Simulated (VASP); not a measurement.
Crystal: Te2Pd3Ru.

```
Te Ru Pd
1.0
     4.63266    0.00000    0.00000
    -2.31633    4.01200    0.00000
     0.00000    0.00000    5.78114
Te Ru Pd
2 1 3
Direct
  0.33333 0.66667 0.74092
  0.66667 0.33333 0.25908
  0.00000 0.00000 0.00000
  0.33333 0.66667 0.21123
  0.66667 0.33333 0.78877
  0.00000 0.00000 0.50000
```

The cell was built from a structure type or drawn by symmetry, and may not be a known phase.

```yaml
Program: VASP 6.6.1
Task: relaxation of cell and atoms
Functional: PBE
Potentials_or_basis: VASP PAW PBE potentials, release 64 (Te, Ru_pv, Pd)
Cutoff: 600 eV
k_mesh: 6 × 6 × 4
Occupations: gaussian, width 0.1 eV
Spin: no spin polarisation
```

At the start: pressure 0.1 GPa; volume 17.91 Å³/atom.

**Question.** How do energy, volume and symmetry change on relaxing?

**Answer.** Over 5 steps the energy falls by 2.6 meV/atom and the volume is 17.94 Å³/atom (+0.2 %); space group P-3m1 (No. 164, to 0.1 Å) before and after.

Step by step:
```tsv
step	energy change (eV)	largest force (eV/Å)	pressure (GPa)	volume (Å³)
1	0.0000	0.1019	0.11	107.45
2	-0.0106	0.1006	-0.01	107.63
3	-0.0143	0.0965	-0.06	107.80
4	-0.0155	0.0443	0.17	107.70
5	-0.0157	0.0149	0.30	107.64
```

Final structure:
```cif
data_structure
_symmetry_space_group_name_H-M 'P 1'
_symmetry_Int_Tables_number 1
_cell_length_a 4.5957
_cell_length_b 4.5957
_cell_length_c 5.8848
_cell_angle_alpha 90.000
_cell_angle_beta 90.000
_cell_angle_gamma 120.000
_cell_volume 107.64
loop_
_atom_site_label
_atom_site_type_symbol
_atom_site_fract_x
_atom_site_fract_y
_atom_site_fract_z
_atom_site_occupancy
Te1 Te 0.33333 0.66667 0.74426 1
Te2 Te 0.66667 0.33333 0.25574 1
Ru1 Ru 0.00000 0.00000 0.00000 1
Pd1 Pd 0.33333 0.66667 0.20955 1
Pd2 Pd 0.66667 0.33333 0.79045 1
Pd3 Pd 0.00000 0.00000 0.50000 1
```
